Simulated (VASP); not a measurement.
# BP4 (P6/mmm) in VASP: further runs, part 2 of 2

VASP 6.6.1. Earlier steps stand in the parts before.

### Step 3. Single point, PBE

This run uses another cell than the first one, of 16.98 Å³/atom.

INCAR

```
  PREC = Accurate
  ENCUT = 520
  EDIFF = 1E-6
  ISMEAR = 0
  SIGMA = 0.1
  LREAL = False
  LASPH = True
  NELM = 100
  ALGO = Normal
  ISIF = 2
  LWAVE = False
  LCHARG = False
  GGA = PE
  NBANDS = 20
```

KPOINTS

```
Automatic mesh
0
Gamma
  6 6 4
```

POSCAR

```
BP4
1.0
    4.0831766500      0.0000000000      0.0000000000
   -2.0415883300      3.5361347100      0.0000000000
    0.0000000000      0.0000000000      5.8813754000
B P
1 4
Direct
    0.0000000000      0.0000000000      0.5000000000
    0.5000000000      0.0000000000      0.5000000000
    0.0000000000      0.5000000000      0.5000000000
    0.5000000000      0.5000000000      0.5000000000
    0.0000000000      0.0000000000      0.0000000000
```

Potentials or basis: VASP PAW PBE potentials, release 64 (B, P).

The run is started by

```sh
$ cat potpaw_PBE.64/B/POTCAR potpaw_PBE.64/P/POTCAR > POTCAR
$ mpirun -np 1 vasp_std > vasp.out
```

OUTCAR:

```text
PREC = Accurate
   ENCUT = 520
   EDIFF = 1E-6
   ISMEAR = 0
   LREAL = False
   LASPH = True
   NELM = 100
   ISIF = 2
   GGA = PE

 ion  position               nearest neighbor table
   1  0.000  0.000  0.500-   2 2.04   2 2.04   4 2.04   4 2.04   3 2.04   3 2.04
   2  0.500  0.000  0.500-   1 2.04   1 2.04   3 2.04   3 2.04   4 2.04   4 2.04
   3  0.000  0.500  0.500-   4 2.04   4 2.04   2 2.04   2 2.04   1 2.04   1 2.04
   4  0.500  0.500  0.500-   3 2.04   3 2.04   1 2.04   1 2.04   2 2.04   2 2.04
   5  0.000  0.000  0.000-

  LATTYP: Found a hexagonal cell.
 ALAT       =     4.0831766500
 C/A-ratio  =     1.4403921026

  Lattice vectors:

 A1 = (   4.0831766500,   0.0000000000,   0.0000000000)
 A2 = (  -2.0415883300,   3.5361347100,   0.0000000000)
 A3 = (   0.0000000000,   0.0000000000,   5.8813754000)

Analysis of symmetry for initial positions (statically):
=====================================================================
 Subroutine PRICEL returns:
 Original cell was already a primitive cell.

 Routine SETGRP: Setting up the symmetry group for a
 hexagonal supercell.
[... 168 lines left out ...]

 E-fermi :   5.6957     XC(G=0):  -9.6763

 val. band max:        5.6785564383   @ k =   0.3333   0.0000   0.5000
 cond. band min:       5.7104471671   @ k =   0.3333   0.1667   0.0000
 fundamental gap:      0.0318907288
 Fermi energy:         5.6956756640

 k-point     1 :       0.0000    0.0000    0.0000
  band No.  band energies     occupation
      1     -13.4189      2.00000
      2      -5.2467      2.00000
      3      -3.5458      2.00000
      4      -3.5458      2.00000
      5      -3.4300      2.00000
      6      -2.1703      2.00000
[... 472 lines left out ...]
     19      10.3744      0.00000
     20      13.3919      0.00000

------------------------ aborting loop because EDIFF is reached ----------------------------------------

  FORCE on cell =-STRESS in cart. coord.  units (eV):
  Direction    XX          YY          ZZ          XY          YZ          ZX
  --------------------------------------------------------------------------------------
  -------------------------------------------------------------------------------------
  Total       20.2510730     20.2510731     -4.3594855     -0.0000000     -0.0000000      0.0000000
  in kB      382.0786328    382.0786335    -82.2507656     -0.0000005     -0.0000000      0.0000000
  external PRESSURE =     227.3021669 kB  Pullay stress =       0.0000000 kB

 VOLUME and BASIS-vectors are now :
 -----------------------------------------------------------------------------
  energy-cutoff  :      520.00
  volume of cell :       84.92
      direct lattice vectors                 reciprocal lattice vectors
     4.083176650  0.000000000  0.000000000     0.244907357  0.141397329  0.000000000
    -2.041588330  3.536134710  0.000000000     0.000000000  0.282794656  0.000000000
     0.000000000  0.000000000  5.881375400     0.000000000  0.000000000  0.170028256

 POSITION                                       TOTAL-FORCE (eV/Angst)
 -----------------------------------------------------------------------------------
      0.00000      0.00000      2.94069        -0.000000      0.000000      0.000000
      2.04159      0.00000      2.94069         0.000000      0.000000      0.000000
     -1.02079      1.76807      2.94069        -0.000000      0.000000      0.000000
      1.02079      1.76807      2.94069         0.000000      0.000000      0.000000
      0.00000      0.00000      0.00000        -0.000000      0.000000      0.000000
 -----------------------------------------------------------------------------------
    total drift:                               -0.000000     -0.000000     -0.000000

  FREE ENERGIE OF THE ION-ELECTRON SYSTEM (eV)
  ---------------------------------------------------
  free  energy   TOTEN  =       -17.4549797579 eV

  energy  without entropy=      -17.4210769236  energy(sigma->0) =      -17.43802834
```

OSZICAR:

```text
N       E                     dE             d eps       ncg     rms          rms(c)
DAV:   1     0.867043866272E+02    0.86704E+02   -0.96022E+03   840   0.945E+02
DAV:   2    -0.135614519169E+02   -0.10027E+03   -0.96812E+02  1152   0.178E+02
DAV:   3    -0.189619979931E+02   -0.54005E+01   -0.53126E+01  1044   0.390E+01
DAV:   4    -0.190457672102E+02   -0.83769E-01   -0.83581E-01  1112   0.555E+00
DAV:   5    -0.190471361520E+02   -0.13689E-02   -0.13688E-02  1128   0.702E-01    0.207E+01
DAV:   6    -0.190989325678E+02   -0.51796E-01   -0.30138E+01  1020   0.943E+00    0.108E+01
DAV:   7    -0.176471834027E+02    0.14517E+01   -0.13621E+01  1016   0.706E+00    0.876E+00
DAV:   8    -0.174556383623E+02    0.19155E+00   -0.10247E+00   960   0.338E+00    0.672E-01
DAV:   9    -0.174551484099E+02    0.48995E-03   -0.43450E-02   956   0.106E+00    0.250E-01
DAV:  10    -0.174548247869E+02    0.32362E-03   -0.25503E-03  1140   0.243E-01    0.170E-01
DAV:  11    -0.174549601310E+02   -0.13534E-03   -0.51945E-04  1024   0.108E-01    0.586E-02
DAV:  12    -0.174549756862E+02   -0.15555E-04   -0.18862E-04  1008   0.444E-02    0.270E-02
DAV:  13    -0.174549836043E+02   -0.79181E-05   -0.10406E-04  1032   0.236E-02    0.198E-02
DAV:  14    -0.174549802757E+02    0.33286E-05   -0.46306E-05  1004   0.152E-02    0.604E-03
DAV:  15    -0.174549797579E+02    0.51780E-06   -0.31289E-06   664   0.630E-03
   1 F= -.17454980E+02 E0= -.17438028E+02  d E =-.339028E-01
```

Wall time 63 s (1 thread of Intel Xeon 8259CL, shared host); peak memory 0.2 GiB.

What came out:

| Property | Result |
| --- | --- |
| Free energy | -17.4550 eV |
| Pressure | 22.7 GPa |
| Band gap on the k mesh | zero (an odd number of electrons rules out a gap without spin polarisation) |

Stress tensor (GPa, compression positive):
```
38.21  0.00  0.00
 0.00 38.21  0.00
 0.00  0.00 -8.23
```

Caveat: the stress differs along the axes, from -8 to 38 GPa; this functional lacks dispersion, which binds layers or chains, so the pressure and a relaxed spacing across them are unreliable.

### Step 4. Single point, PBE

This run uses another cell than the first one, of 16.00 Å³/atom.

INCAR

```
SYSTEM = BP4
PREC     = Accurate       ! precision mode
ENCUT    = 520            ! plane-wave cutoff, eV
EDIFF    = 1E-7           ! SCF threshold, eV
ISMEAR   = 0              ! smearing method
SIGMA    = 0.1            ! smearing width, eV
LREAL    = .FALSE.        ! projectors in reciprocal space
LASPH    = .TRUE.         ! aspherical terms in the spheres
NELM     = 80             ! most SCF steps
ALGO     = Normal         ! electronic algorithm
ISIF     = 2              ! what is computed and relaxed
LWAVE    = .FALSE.        ! write WAVECAR
LCHARG   = .FALSE.        ! write CHGCAR
GGA      = PE             ! functional
NBANDS   = 20             ! bands
```

KPOINTS

```
Automatic mesh
0
G
  6 6 6
  0 0 0
```

Changes to POSCAR since step 3:

```diff
@@ -2,5 +2,5 @@
 1.0
-    4.0831766500      0.0000000000      0.0000000000
-   -2.0415883300      3.5361347100      0.0000000000
-    0.0000000000      0.0000000000      5.8813754000
+    4.9100657046      0.0000000000      0.0000000000
+   -2.4550328523      4.2522416345      0.0000000000
+    0.0000000000      0.0000000000      3.8310387689
 B P
```

Potentials or basis: VASP PAW PBE potentials, release 64 (B, P).

The run is started by

```sh
$ cat potpaw_PBE.64/B/POTCAR potpaw_PBE.64/P/POTCAR > POTCAR
$ mpirun -np 1 vasp_std > vasp.out
```

OUTCAR:

```text
SYSTEM = BP4
   PREC = Accurate
   ENCUT = 520
   EDIFF = 1E-7
   ISMEAR = 0
   LREAL = .FALSE.
   LASPH = .TRUE.
   NELM = 80
   ISIF = 2
   GGA = PE

 ion  position               nearest neighbor table
   1  0.000  0.000  0.500-   5 1.92   5 1.92   2 2.46   2 2.46   4 2.46   3 2.46   3 2.46   4 2.46

   2  0.500  0.000  0.500-   1 2.46   1 2.46   4 2.46   4 2.46   3 2.46   3 2.46
   3  0.000  0.500  0.500-   4 2.46   4 2.46   1 2.46   1 2.46   2 2.46   2 2.46
   4  0.500  0.500  0.500-   3 2.46   3 2.46   1 2.46   2 2.46   2 2.46   1 2.46
   5  0.000  0.000  0.000-   1 1.92   1 1.92

  LATTYP: Found a hexagonal cell.
[... 756 lines left out ...]
  -------------------------------------------------------------------------------------
  Total       -0.0942018     -0.0942018     -0.0525411      0.0000000     -0.0000000      0.0000000
  in kB       -1.8868965     -1.8868965     -1.0524180      0.0000000     -0.0000000      0.0000000
  external PRESSURE =      -1.6087370 kB  Pullay stress =       0.0000000 kB

 VOLUME and BASIS-vectors are now :
 -----------------------------------------------------------------------------
  energy-cutoff  :      520.00
  volume of cell :       79.99
      direct lattice vectors                 reciprocal lattice vectors
     4.910065705  0.000000000  0.000000000     0.203663262  0.117585039  0.000000000
    -2.455032852  4.252241634  0.000000000     0.000000000  0.235170079  0.000000000
     0.000000000  0.000000000  3.831038769     0.000000000  0.000000000  0.261025811

 POSITION                                       TOTAL-FORCE (eV/Angst)
 -----------------------------------------------------------------------------------
      0.00000      0.00000      1.91552         0.000000      0.000000      0.000000
      2.45503      0.00000      1.91552        -0.000000      0.000000      0.000000
     -1.22752      2.12612      1.91552        -0.000000      0.000000      0.000000
      1.22752      2.12612      1.91552         0.000000      0.000000      0.000000
      0.00000      0.00000      0.00000         0.000000      0.000000      0.000000
 -----------------------------------------------------------------------------------
    total drift:                                0.000000      0.000000     -0.000000

  FREE ENERGIE OF THE ION-ELECTRON SYSTEM (eV)
  ---------------------------------------------------
  free  energy   TOTEN  =       -22.8144460113 eV

  energy  without entropy=      -22.7977828937  energy(sigma->0) =      -22.80611445
```

It took 62 s on 1 thread of Intel Xeon 8259CL, shared host; peak memory 0.21 GiB.

Results:

* Free energy: -22.8144 eV
* Pressure: -0.2 GPa
* Band gap on the k mesh: zero (an odd number of electrons rules out a gap without spin polarisation)

Stress tensor (GPa, compression positive):
```
-0.19  0.00  0.00
 0.00 -0.19  0.00
 0.00  0.00 -0.11
```

### Step 5. Summary

```csv
cell,k mesh,gap on the mesh (eV),pressure (GPa)
"a = 4.957, b = 4.957, c = 3.723 Å, angles 90.0, 90.0, 120.0°, 5 atoms",6 × 6 × 4,none,0.0
"a = 4.083, b = 4.083, c = 5.881 Å, angles 90.0, 90.0, 120.0°, 5 atoms",6 × 6 × 4,none,22.7
"a = 4.910, b = 4.910, c = 3.831 Å, angles 90.0, 90.0, 120.0°, 5 atoms",6 × 6 × 6,none,-0.2
```

Alike in all rows: task single point; level PBE; potentials or basis VASP PAW PBE potentials, release 64 (B, P); no spin polarisation; cutoff (eV) 520; smearing gaussian 0.1 eV.

Caveats: some runs use coarse meshes; the stress differs along the axes, from -8 to 38 GPa (at least some runs); this functional lacks dispersion, which binds layers or chains, so the pressure and a relaxed spacing across them are unreliable (at least some runs).

Absolute energies hang on the potentials; compare differences alone.

The gap in the log of VASP goes by the Fermi energy; the results here count the filled bands.